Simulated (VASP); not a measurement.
# GaBr3F3: single point with r2SCAN

Crystal: GaBr3F3.

```
F Ga Br
1.0
     5.35367    0.00000    0.00000
     0.00000    5.35367    0.00000
     0.00000    0.00000    5.35367
F Ga Br
3 1 3
Direct
  0.50000 0.50000 0.00000
  0.00000 0.50000 0.50000
  0.50000 0.00000 0.50000
  0.50000 0.50000 0.50000
  0.50000 0.00000 0.00000
  0.00000 0.50000 0.00000
  0.00000 0.00000 0.50000
```

```json
{
 "Program": "VASP 6.6.1",
 "Task": "single point",
 "Functional": "r2SCAN",
 "Potentials or basis": "VASP PAW PBE potentials, release 64 (F, Ga_d, Br)",
 "Cutoff": "520 eV",
 "k mesh": "6 × 6 × 6",
 "Occupations": "fermi-dirac, width 0.0358 eV",
 "Spin": "no spin polarisation",
 "Dipole correction": "no",
 "Further INCAR settings": "ALGO = Normal; EDIFF = 1e-06; NBANDS = 36"
}
```

| Property | Result |
| --- | --- |
| Pressure | -3.8 GPa |
| Band gap on the k mesh | zero (an odd number of electrons rules out a gap without spin polarisation) |

Levels at points of the mesh, in eV from the Fermi level:
| k point | band 24 | band 25 | band 26 | band 27 | band 28 | band 29 | band 30 | band 31 |
| --- | --- | --- | --- | --- | --- | --- | --- | --- |
| (0.00, 0.00, 0.00) | -0.95 | 0.36 | 0.36 | 0.36 | 0.38 | 0.38 | 0.38 | 6.92 |
| (0.50, 0.00, 0.00) | -1.06 | -1.06 | -0.66 | 0.28 | 0.28 | 0.32 | 0.32 | 5.30 |
| (0.50, 0.50, 0.00) | -1.35 | -1.20 | -0.55 | -0.17 | -0.11 | 0.23 | 0.23 | 5.56 |
| (0.50, 0.50, 0.50) | -1.96 | -0.63 | -0.63 | -0.63 | -0.25 | -0.25 | 0.32 | 5.79 |

It took 3.7 min on 1 thread of Intel(R) Xeon(R) Platinum 8488C (Sapphire Rapids), on a shared host, peak memory 0.31 GiB.

Caveat: the cell stands under tension; the PAW data sets were made with another functional, which shifts forces and pressure a little; an odd number of electrons without spin polarisation forces a metal; a magnetic or distorted state may lie lower.
